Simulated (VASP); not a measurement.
Crystal: FeCo3Ge4.

```
Fe Co Ge
1.0
     3.48635    2.01285    2.84659
    -3.48635    2.01285    2.84659
     0.00000   -4.02569    2.84659
Fe Co Ge
1 3 4
Cartesian
  0.0000 0.0000 7.3869
  -1.7432 0.0805 3.2309
  0.8019 -1.5499 3.2309
  0.9413 1.4694 3.2309
  1.7432 -0.2657 5.2434
  -0.6415 1.6425 5.2434
  -1.1017 -1.3768 5.2434
  0.0000 0.0000 1.3493
```

| Item | Value |
| --- | --- |
| Program | VASP 6.6.1 |
| Task | relaxation of cell and atoms |
| Functional | PBE |
| Potentials or basis | VASP PAW PBE potentials, release 64 (Fe, Co, Ge_d) |
| Cutoff | 600 eV |
| k mesh | 4 × 4 × 4 |
| Occupations | gaussian, width 0.1 eV |
| Spin | collinear spin, ferromagnetic start |
| Starting moments | [4.0, 3.0, 3.0, 3.0, 0.0, 0.0, 0.0, 0.0] μB |

At the start: pressure -18.0 GPa; volume 14.98 Å³/atom.

Problem. How do energy, volume and symmetry change on relaxing?

Solution. Over 11 steps the energy falls by 175.6 meV/atom and the volume is 12.55 Å³/atom (-16.3 %); space group R3 (No. 146, to 0.1 Å) before and after; moment 1.21 μB per cell.

The path:
```
step  energy change (eV)  largest force (eV/Å)  pressure (GPa)  volume (Å³)
   1              0.0000                0.4264          -18.02       119.86
   2             -1.0361                0.5217           16.49        92.94
   3             -1.3954                0.2076            0.08       100.41
   4             -1.3947                0.2130           -0.48       100.77
   5             -1.4016                0.1085           -0.53       100.74
   6             -1.4037                0.0818           -0.48       100.71
   7             -1.4040                0.0509            0.46       100.08
   8             -1.4044                0.0649            0.18       100.35
   9             -1.4044                0.0659            0.00       100.37
  10             -1.4044                0.0636            0.17       100.35
  11             -1.4049                0.0250           -0.07       100.37
```

Final structure:
```yaml
crystal:
  lattice:
    - [3.28916, 1.89899, 2.67815]
    - [-3.28916, 1.89899, 2.67815]
    - [0.00000, -3.79799, 2.67815]
  atoms:
    - { symbol: Fe, position: [0.86533, 0.86533, 0.86533] }
    - { symbol: Co, position: [0.13507, 0.63245, 0.36510] }
    - { symbol: Co, position: [0.36510, 0.13507, 0.63245] }
    - { symbol: Co, position: [0.63245, 0.36510, 0.13507] }
    - { symbol: Ge, position: [0.83888, 0.33969, 0.66286] }
    - { symbol: Ge, position: [0.66286, 0.83888, 0.33969] }
    - { symbol: Ge, position: [0.33969, 0.66286, 0.83888] }
    - { symbol: Ge, position: [0.16062, 0.16062, 0.16062] }
```

Caveat: the volume moved by over 15 % at a fixed basis, so the end points are rough.
